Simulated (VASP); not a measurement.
# W (C2/m) in VASP: further runs

The runs below take W through single point, with PBE.

Program: VASP 6.6.1. These are calculated values, not measurements. Logs are shortened: lines on timing, memory, paths and dates and some standing lists are left out, and cuts for length are marked.

## 1. The cell of the first run

Symmetry: C2/m, No. 12, monoclinic system. Conventional cell: a = 3.195 Å, b = 4.518 Å, c = 9.058 Å, α = 90.00°, β = 94.04°, γ = 90.00°. W (site symmetry m) has 14 W at 2.45 to 3.26 Å within 3.3 Å. W (site symmetry m) has 14 W at 2.77 to 3.19 Å within 3.6 Å.

## 2. Single point, PBE

Contents of INCAR:

```
SYSTEM = W
PREC = Accurate
ENCUT = 520
EDIFF = 1E-6
ISMEAR = 0
SIGMA = 0.15
LREAL = .False.
LASPH = .True.
NELM = 80
ALGO = Fast
ISIF = 2
LWAVE = .False.
LCHARG = .False.
GGA = PE
NBANDS = 36
```

Contents of KPOINTS:

```
regular mesh
0
Gamma
  18 18 5
  0 0 0
```

Contents of POSCAR:

```
W
1.0
   -1.5973000000      1.5973000000     -1.5973000000
   -1.5973000000     -1.5973000000      1.5973000000
   -0.6389200000      6.3892000000      6.3892000000
W
4
Direct
   -0.1750000000     -0.1750000000      0.8750000000
    0.4750000000      0.4750000000      0.1250000000
   -0.0750000000     -0.0750000000      0.3750000000
    0.3750000000      0.3750000000      0.6250000000
```

Potentials or basis: VASP PAW PBE potentials, release 64 (W_sv).

Command:

```console
$ cat potpaw_PBE.64/W_sv/POTCAR > POTCAR
$ mpirun -np 1 vasp_std > vasp.out
```

OUTCAR:

```text
SYSTEM = W
   PREC = Accurate
   ENCUT = 520
   EDIFF = 1E-6
   ISMEAR = 0
   LREAL = .False.
   LASPH = .True.
   NELM = 80
   ISIF = 2
   GGA = PE

 ion  position               nearest neighbor table
   1  0.825  0.825  0.875-   2 2.45   4 2.77   4 2.77   2 3.18   4 3.19   4 3.19   2 3.26   2 3.26

   2  0.475  0.475  0.125-   1 2.45   3 2.77   3 2.77   1 3.18   3 3.19   3 3.19   1 3.26   1 3.26

   3  0.925  0.925  0.375-   2 2.77   4 2.77   4 2.77   2 2.77   2 3.19   4 3.19   4 3.19   2 3.19

   4  0.375  0.375  0.625-   3 2.77   1 2.77   3 2.77   1 2.77   3 3.19   1 3.19   1 3.19   3 3.19

  LATTYP: Found a base centered monoclinic cell.
 ALAT       =     3.1946000000
 B/A-ratio  =     1.4142135624
 C/A-ratio  =     2.8354893758
 COS(beta)  =    -0.0705345616

  Lattice vectors:

 A1 = (   1.5973000000,  -1.5973000000,   1.5973000000)
 A2 = (   1.5973000000,   1.5973000000,  -1.5973000000)
 A3 = (  -0.6389200000,   6.3892000000,   6.3892000000)

Analysis of symmetry for initial positions (statically):
=====================================================================
 Subroutine PRICEL returns:
 Original cell was already a primitive cell.

 Routine SETGRP: Setting up the symmetry group for a
 base centered monoclinic supercell.

 Subroutine GETGRP returns: Found  4 space group operations
 (whereof  2 operations were pure point group operations)
 out of a pool of  4 trial point group operations.

The static configuration has the point symmetry C_1h.
 The point group associated with its full space group is C_2h.

Analysis of symmetry for dynamics (positions and initial velocities):
=====================================================================
 Subroutine PRICEL returns:
 Original cell was already a primitive cell.

 Routine SETGRP: Setting up the symmetry group for a
 base centered monoclinic supercell.

 Subroutine GETGRP returns: Found  4 space group operations
 (whereof  2 operations were pure point group operations)
 out of a pool of  4 trial point group operations.

The dynamic configuration has the point symmetry C_1h.
 The point group associated with its full space group is C_2h.

 Subroutine INISYM returns: Found  4 space group operations
 (whereof  2 operations are pure point group operations),
 and found     1 'primitive' translations

----------------------------------------------------------------------------------------

                                     Primitive cell

  volume of cell :      65.2048

  direct lattice vectors                    reciprocal lattice vectors
    -1.597300000  1.597300000 -1.597300000    -0.313028235  0.140862706 -0.172165529
    -1.597300000 -1.597300000  1.597300000    -0.313028235 -0.172165529  0.140862706
    -0.638920000  6.389200000  6.389200000     0.000000000  0.078257059  0.078257059

  length of vectors
     2.766604755  2.766604755  9.058254360     0.384018160  0.384018160  0.110672194

  position of ions in fractional coordinates (direct lattice)
     0.825000000  0.825000000  0.875000000
     0.475000000  0.475000000  0.125000000
     0.925000000  0.925000000  0.375000000
     0.375000000  0.375000000  0.625000000

  ion indices of the primitive-cell ions
   primitive index   ion index
                 1           1
                 2           2
                 3           3
                 4           4

----------------------------------------------------------------------------------------

 KPOINTS: regular mesh

Automatic generation of k-mesh.
 Grid dimensions read from file:
 generate k-points for:   18   18    5

 Generating k-lattice:

  Cartesian coordinates                     Fractional coordinates (reciprocal lattice)
    -0.017390458  0.007825706 -0.009564752     0.055555556  0.000000000 -0.000000000
    -0.017390458 -0.009564752  0.007825706     0.000000000  0.055555556 -0.000000000
     0.000000000  0.015651412  0.015651412     0.000000000  0.000000000  0.200000000

  Length of vectors
     0.021334342  0.021334342  0.022134439

  Shift w.r.t. Gamma in fractional coordinates (k-lattice)
     0.000000000  0.000000000  0.000000000

 Subroutine IBZKPT returns following result:
 ===========================================

 Found    433 irreducible k-points:

 Following reciprocal coordinates:
            Coordinates               Weight
  0.000000  0.000000  0.000000      1.000000
  0.055556 -0.000000  0.000000      4.000000
  0.111111 -0.000000  0.000000      4.000000
  0.166667 -0.000000 -0.000000      4.000000
  0.222222 -0.000000  0.000000      4.000000
  0.277778 -0.000000 -0.000000      4.000000
[... 16 lines left out ...]
 -0.277778  0.055556  0.000000      4.000000
 -0.222222  0.055556  0.000000      4.000000
 [... further k-points ...]
   k-points           NKPTS =    433   k-points in BZ     NKDIM =    433   number of bands    NBANDS=     36
   number of dos      NEDOS =    301   number of ions     NIONS =      4
   total plane-waves  NPLWV =  40320
   dimension x,y,z NGX =    24 NGY =   24 NGZ =   70
   dimension x,y,z NGXF=    48 NGYF=   48 NGZF=  140
   ions per type =               4
   NGX,Y,Z   is equivalent  to a cutoff of  14.42, 14.42, 12.85 a.u.
   NGXF,Y,Z  is equivalent  to a cutoff of  28.84, 28.84, 25.69 a.u.
 SYSTEM =  W
   PREC   = accura    normal or accurate (medium, high low for compatibility)
   ISTART =      0    job   : 0-new  1-cont  2-samecut
   ICHARG =      2    charge: 1-file 2-atom 10-const
   ISPIN  =      1    spin polarized calculation?
   LNONCOLLINEAR =      F non collinear calculations
   LSORBIT =      F    spin-orbit coupling
   LASPH  =      T    aspherical Exc in radial PAW
   ENCUT  =  520.0 eV  38.22 Ry    6.18 a.u.   5.14  5.14 16.84*2*pi/ulx,y,z
   NELM   =     80;   NELMIN=  2; NELMDL= -5     # of ELM steps
   EDIFF  = 0.1E-05   stopping-criterion for ELM
   LREAL  =      F    real-space projection
   EDIFFG = 0.1E-04   stopping-criterion for IOM
   NSW    =      0    number of steps for IOM
   IBRION =     -1    ionic relax: 0-MD 1-quasi-New 2-CG
   NFREE  =      0    steps in history (QN), initial steepest desc. (CG)
   ISIF   =      2    stress and relaxation
   ISYM   =      2    0-nonsym 1-usesym 2-fastsym
   POTIM  = 0.5000    time-step for ionic-motion
   TEBEG  =    0.0;   TEEND  =   0.0 temperature during run
   PSTRESS=    0.0 pullay stress
   NELECT =      56.0000    total number of electrons
   NUPDOWN=      -1.0000    fix difference up-down
   EMIN   =  10.00;   EMAX   =-10.00  energy-range for DOS
   EFERMI =   0.00;   METHOD = LEGACY
   ISMEAR =     0;   SIGMA  =   0.15  broadening in eV -4-tet -1-fermi 0-gaus
   EFERMI_NEDOS =   21; number of points for ismear=-14 and -15
   IALGO  =     68    algorithm
   IMIX   =      4    mixing-type and parameters
     AMIX     =   0.40;   BMIX     =  1.00
     AMIX_MAG =   1.60;   BMIX_MAG =  1.00
  volume/ion in A,a.u.               =      16.30       110.01
  Fermi-wavevector in a.u.,A,eV,Ry     =   1.556125  2.940649 32.946829  2.421524
  Thomas-Fermi vector in A             =   2.659966
   LORBIT       =      0    0 simple, 1 ext, 2 COOP (PROOUT), +10 PAW based schemes
   GGA     = PE    functional components
   LHFCALC =     F    Hartree Fock is set to
   AEXX    =    0.0000 exact exchange contribution
   IVDW    =     0    specifies the selected vdW correction
   LEPSILON=     F    determine dielectric tensor
   LRPA    =     F    only Hartree local field effects (RPA)
 non-spin polarized calculation
 RMM-DIIS sequential band-by-band and
 Gauss-broadening in eV      SIGMA  =   0.15
  energy-cutoff  :      520.00
  volume of cell :       65.20
 maximum number of plane-waves:      1779
 NGX is ok and might be reduce to    24
   NGX = 11   NGY = 11   NGZ = 33

 number of electron      55.9999995 magnetization

 Free energy of the ion-electron system (eV)
  ---------------------------------------------------
  ext. energy  EPLUGINS =         0.00000000
  ---------------------------------------------------
  free energy    TOTEN  =       -51.19679431 eV

  energy without entropy =      -51.17279952  energy(sigma->0) =      -51.18479691

 E-fermi :  11.0237     XC(G=0): -13.4669

 val. band max:       11.0221984187   @ k =  -0.4444   0.5000   0.2000
 cond. band min:      11.0241470100   @ k =  -0.3333   0.2222   0.0000
 fundamental gap:      0.0019485912
 Fermi energy:        11.0236945846

 k-point     1 :       0.0000    0.0000    0.0000
  band No.  band energies     occupation
      1     -63.1648      2.00000
      2     -63.1007      2.00000
      3     -63.0958      2.00000
      4     -62.9926      2.00000
      5     -28.0919      2.00000
      6     -27.4941      2.00000
[... 28 lines left out ...]
     35      13.1747      0.00000
     36      13.3200      0.00000

 k-point     2 :       0.0556   -0.0000    0.0000
  band No.  band energies     occupation
      1     -63.1622      2.00000
      2     -63.0999      2.00000
      3     -63.0933      2.00000
      4     -62.9913      2.00000
      5     -28.0827      2.00000
      6     -27.5030      2.00000
[... 28 lines left out ...]
     35      13.1665      0.00000
     36      13.3651      0.00000

 k-point     3 :       0.1111   -0.0000    0.0000
  band No.  band energies     occupation
      1     -63.1546      2.00000
      2     -63.0968      2.00000
      3     -63.0871      2.00000
      4     -62.9876      2.00000
      5     -28.0562      2.00000
      6     -27.5290      2.00000
[... 28 lines left out ...]
     35      13.1904      0.00000
     36      13.4761      0.00000

 k-point     4 :       0.1667   -0.0000   -0.0000
  band No.  band energies     occupation
      1     -63.1428      2.00000
      2     -63.0913      2.00000
      3     -63.0786      2.00000
      4     -62.9818      2.00000
      5     -28.0165      2.00000
      6     -27.5699      2.00000
[... 28 lines left out ...]
     35      13.3747      0.00000
     36      13.6410      0.00000

 k-point     5 :       0.2222   -0.0000    0.0000
  band No.  band energies     occupation
      1     -63.1278      2.00000
      2     -63.0839      2.00000
      3     -63.0692      2.00000
      4     -62.9748      2.00000
      5     -27.9727      2.00000
      6     -27.6220      2.00000
[... 655 lines left out ...]
 k-point    22 :      -0.3333    0.0556    0.0000
  band No.  band energies     occupation
      1     -63.0991      2.00000
      2     -63.0656      2.00000
      3     -63.0513      2.00000
      4     -62.9583      2.00000
      5     -27.9392      2.00000
      6     -27.7275      2.00000
[... 28 lines left out ...]
     35      13.7996      0.00000
     36      14.1030      0.00000

 k-point    23 :      -0.2778    0.0556    0.0000
  band No.  band energies     occupation
      1     -63.1155      2.00000
      2     -63.0734      2.00000
      3     -63.0593      2.00000
      4     -62.9653      2.00000
      5     -27.9503      2.00000
      6     -27.6489      2.00000
[... 28 lines left out ...]
     35      13.5373      0.00000
     36      14.1613      0.00000

 k-point    24 :      -0.2222    0.0556    0.0000
  band No.  band energies     occupation
      1     -63.1313      2.00000
      2     -63.0813      2.00000
      3     -63.0690      2.00000
      4     -62.9728      2.00000
      5     -27.9897      2.00000
      6     -27.5804      2.00000
[... 28 lines left out ...]
     35      13.2780      0.00000
     36      13.9432      0.00000

 [... further k-points ...]
[... 5 lines left out ...]
  --------------------------------------------------------------------------------------
  -------------------------------------------------------------------------------------
  Total       -0.1904393      1.0135975      1.0135975      2.8941057      2.1315750      2.8941075
  in kB       -4.6793738     24.9055801     24.9055801     71.1124283     52.3759296     71.1124734
  external PRESSURE =      15.0439288 kB  Pullay stress =       0.0000000 kB

 VOLUME and BASIS-vectors are now :
 -----------------------------------------------------------------------------
  energy-cutoff  :      520.00
  volume of cell :       65.20
      direct lattice vectors                 reciprocal lattice vectors
    -1.597300000  1.597300000 -1.597300000    -0.313028235  0.140862706 -0.172165529
    -1.597300000 -1.597300000  1.597300000    -0.313028235 -0.172165529  0.140862706
    -0.638920000  6.389200000  6.389200000     0.000000000  0.078257059  0.078257059

 POSITION                                       TOTAL-FORCE (eV/Angst)
 -----------------------------------------------------------------------------------
     -3.19460      5.59055      5.59055        -1.939676     -1.070586     -1.070586
     -1.59730      0.79865      0.79865         1.939676      1.070586      1.070586
     -3.19460      2.39595      2.39595         0.134734      0.203008      0.203008
     -1.59730      3.99325      3.99325        -0.134734     -0.203008     -0.203008
 -----------------------------------------------------------------------------------
    total drift:                                0.000001     -0.000002     -0.000002

  FREE ENERGIE OF THE ION-ELECTRON SYSTEM (eV)
  ---------------------------------------------------
  free  energy   TOTEN  =       -51.1967943078 eV

  energy  without entropy=      -51.1727995218  energy(sigma->0) =      -51.18479691
```

It took 10 min on 1 thread of AMD EPYC 9R45 (Zen 5), shared host; peak memory 0.7 GiB.

What came out:

```
Free energy            : -51.1968 eV
Pressure               : 1.5 GPa
Largest force          : 2.461 eV/Å
Band gap on the k mesh : zero (bands 28 and 29 overlap by 2.52 eV)
```

Forces in eV/Å, atoms in the order of the input:
```
W   -1.940 -1.071 -1.071
W    1.940  1.071  1.071
W    0.135  0.203  0.203
W   -0.135 -0.203 -0.203
```

Caveat: spin-orbit coupling is left out, which moves the levels of the heavy elements; forces of over 1 eV/Å act on the atoms, so gaps and moduli don't describe the material at rest.

## 3. Single point, PBE

Contents of INCAR:

```
SYSTEM = W
ALGO     = Fast           ! electronic algorithm
EDIFF    = 1E-6           ! SCF threshold, eV
ENCUT    = 520            ! plane-wave cutoff, eV
GGA      = PE             ! functional
ISIF     = 2              ! what is computed and relaxed
ISMEAR   = 0              ! smearing method
LASPH    = .True.         ! aspherical terms in the spheres
LCHARG   = .False.        ! write CHGCAR
LREAL    = .False.        ! projectors in reciprocal space
LWAVE    = .False.        ! write WAVECAR
NBANDS   = 36             ! bands
NELM     = 80             ! most SCF steps
PREC     = Accurate       ! precision mode
SIGMA    = 0.15           ! smearing width, eV
```

Contents of KPOINTS:

```
k-points
0
Gamma
  18 18 5
  0 0 0
```

Contents of POSCAR:

```
W
1.0
   -1.5973000000      1.5973000000     -1.5973000000
   -1.5973000000     -1.5973000000      1.5973000000
   -1.2778400000      6.3892000000      6.3892000000
W
4
Direct
   -0.3500000000     -0.3500000000      0.8750000000
    0.4500000000      0.4500000000      0.1250000000
   -0.1500000000     -0.1500000000      0.3750000000
    0.2500000000      0.2500000000      0.6250000000
```

Potentials or basis: VASP PAW PBE potentials, release 64 (W_sv).

Command:

```console
$ cat potpaw_PBE.64/W_sv/POTCAR > POTCAR
$ mpirun -np 1 vasp_std > vasp.out
```

OUTCAR:

```text
SYSTEM = W
   EDIFF = 1E-6
   ENCUT = 520
   GGA = PE
   ISIF = 2
   ISMEAR = 0
   LASPH = .True.
   LREAL = .False.
   NELM = 80
   PREC = Accurate

 ion  position               nearest neighbor table
   1  0.650  0.650  0.875-   2 2.28   4 2.77   4 2.77   4 3.19   4 3.19   2 3.44   2 3.44
   2  0.450  0.450  0.125-   1 2.28   3 2.77   3 2.77   3 3.19   3 3.19   1 3.44   1 3.44
   3  0.850  0.850  0.375-   2 2.77   4 2.77   2 2.77   4 2.77   2 3.19   4 3.19   4 3.19   2 3.19

   4  0.250  0.250  0.625-   1 2.77   3 2.77   3 2.77   1 2.77   3 3.19   1 3.19   1 3.19   3 3.19

  LATTYP: Found a base centered monoclinic cell.
 ALAT       =     3.1946000000
 B/A-ratio  =     1.4142135624
 C/A-ratio  =     2.8565713714
 COS(beta)  =    -0.1400280084

  Lattice vectors:

 A1 = (   1.5973000000,  -1.5973000000,   1.5973000000)
 A2 = (   1.5973000000,   1.5973000000,  -1.5973000000)
 A3 = (  -1.2778400000,   6.3892000000,   6.3892000000)

Analysis of symmetry for initial positions (statically):
=====================================================================
[... 174 lines left out ...]
  ext. energy  EPLUGINS =         0.00000000
  ---------------------------------------------------
  free energy    TOTEN  =       -49.76670594 eV

  energy without entropy =      -49.73693222  energy(sigma->0) =      -49.75181908

 E-fermi :  10.9921     XC(G=0): -13.4387

 val. band max:       10.9904864746   @ k =  -0.0556  -0.1111   0.2000
 cond. band min:      10.9929166984   @ k =  -0.3889   0.2778   0.4000
 fundamental gap:      0.0024302238
 Fermi energy:        10.9921348591

 k-point     1 :       0.0000    0.0000    0.0000
  band No.  band energies     occupation
      1     -63.1921      2.00000
      2     -63.1303      2.00000
      3     -63.0285      2.00000
      4     -62.7868      2.00000
      5     -28.4189      2.00000
      6     -27.6104      2.00000
[... 925 lines left out ...]
     35      13.1757      0.00000
     36      13.6340      0.00000

 [... further k-points ...]
[... 5 lines left out ...]
  --------------------------------------------------------------------------------------
  -------------------------------------------------------------------------------------
  Total       -0.6393095      5.2768208      5.2768208      2.6035458      5.2827046      2.6035473
  in kB      -15.7087743    129.6592402    129.6592402     63.9729463    129.8038143     63.9729828
  external PRESSURE =      81.2032354 kB  Pullay stress =       0.0000000 kB

 VOLUME and BASIS-vectors are now :
 -----------------------------------------------------------------------------
  energy-cutoff  :      520.00
  volume of cell :       65.20
      direct lattice vectors                 reciprocal lattice vectors
    -1.597300000  1.597300000 -1.597300000    -0.313028235  0.125211294 -0.187816941
    -1.597300000 -1.597300000  1.597300000    -0.313028235 -0.187816941  0.125211294
    -1.277840000  6.389200000  6.389200000     0.000000000  0.078257059  0.078257059

 POSITION                                       TOTAL-FORCE (eV/Angst)
 -----------------------------------------------------------------------------------
     -3.19460      5.59055      5.59055        -1.709747     -3.510069     -3.510069
     -1.59730      0.79865      0.79865         1.709747      3.510069      3.510069
     -3.19460      2.39595      2.39595         0.079946      0.247569      0.247569
     -1.59730      3.99325      3.99325        -0.079946     -0.247569     -0.247569
 -----------------------------------------------------------------------------------
    total drift:                                0.000001      0.000001      0.000001

  FREE ENERGIE OF THE ION-ELECTRON SYSTEM (eV)
  ---------------------------------------------------
  free  energy   TOTEN  =       -49.7667059405 eV

  energy  without entropy=      -49.7369322233  energy(sigma->0) =      -49.75181908
```

It took 18 min on 1 thread of Intel Xeon 8259CL, shared host; peak memory 0.74 GiB.

Results:

```
Free energy            : -49.7667 eV
Pressure               : 8.1 GPa
Largest force          : 5.250 eV/Å
Band gap on the k mesh : zero (bands 28 and 29 overlap by 2.03 eV)
```

Forces in eV/Å, atoms in the order of the input:
```
W   -1.710 -3.510 -3.510
W    1.710  3.510  3.510
W    0.080  0.248  0.248
W   -0.080 -0.248 -0.248
```

Stress tensor (GPa, compression positive):
```
-1.57  6.40  6.40
 6.40 12.97 12.98
 6.40 12.98 12.97
```

Caveat: the cell stands under pressure; spin-orbit coupling is left out, which moves the levels of the heavy elements; forces of over 1 eV/Å act on the atoms, so gaps and moduli don't describe the material at rest.
